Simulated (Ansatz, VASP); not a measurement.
# ZnAu: VASP beside Ansatz

File INCAR:

```
SYSTEM = ZnAu
ALGO = Normal ; EDIFF = 1E-7
ENCUT = 520 ; GGA = PE
ISIF = 2 ; ISMEAR = 0
LASPH = .TRUE. ; LCHARG = .FALSE.
LREAL = .FALSE. ; LWAVE = .FALSE.
NBANDS = 18 ; NELM = 60
PREC = Accurate ; SIGMA = 0.1
```

File KPOINTS:

```
k-points
0
G
  14 14 14
  0 0 0
```

The input POSCAR:

```
ZnAu
1.0
    3.2548162200      0.0000000000      0.0000000000
    0.0000000000      3.2548162200      0.0000000000
    0.0000000000      0.0000000000      3.2548162200
Zn Au
1 1
Direct
    0.5000000000      0.5000000000      0.5000000000
    0.0000000000      0.0000000000      0.0000000000
```

Input for Ansatz:

```yaml
crystal:
  lattice:
    - [3.25481622, 0.0, 0.0]
    - [0.0, 3.25481622, 0.0]
    - [0.0, 0.0, 3.25481622]
  atoms:
    - { symbol: Zn, position: [0.5, 0.5, 0.5] }
    - { symbol: Au, position: [0.0, 0.0, 0.0] }
basis:
  ecutwfc: 420
kpoints:
  mp_grid: { grid: [14, 14, 14] }
hamiltonian:
  xc: pbe
scf:
  occupations: { method: gaussian, width: 0.1 }
output:
  forces: true
  stress: true
  eigenvalues: true
  write_density: true
  write_potential: true
  elf: true
  volumetric_format: npy
```

Alike in both runs: task single point; functional PBE; k mesh 14 × 14 × 14; occupations gaussian, width 0.1 eV; no spin polarisation.

|  | VASP | Ansatz |
| --- | --- | --- |
| version | VASP 6.6.1 | Ansatz 0.2.0 |
| potentials or method | VASP PAW PBE potentials, release 64 (Zn, Au), cutoff 520 eV | scalar-relativistic, plane waves, PAW |
| valence electrons in the cell | 23 | 31 |

```tsv
	VASP	Ansatz	Ansatz less VASP
gap on the k mesh at the Fermi level (eV)	none	none	-
pressure (GPa)	-6.1	-6.2	-0.08
```

A gap of «none» marks a metal or a gap that the smearing closes. With one functional, cell and mesh, what is left measures potentials, basis and numerics. VASP's potentials hold 23 valence electrons a cell and Ansatz's 31, so a difference there can come from the potentials and not from the codes.

Spin-orbit coupling is off throughout.
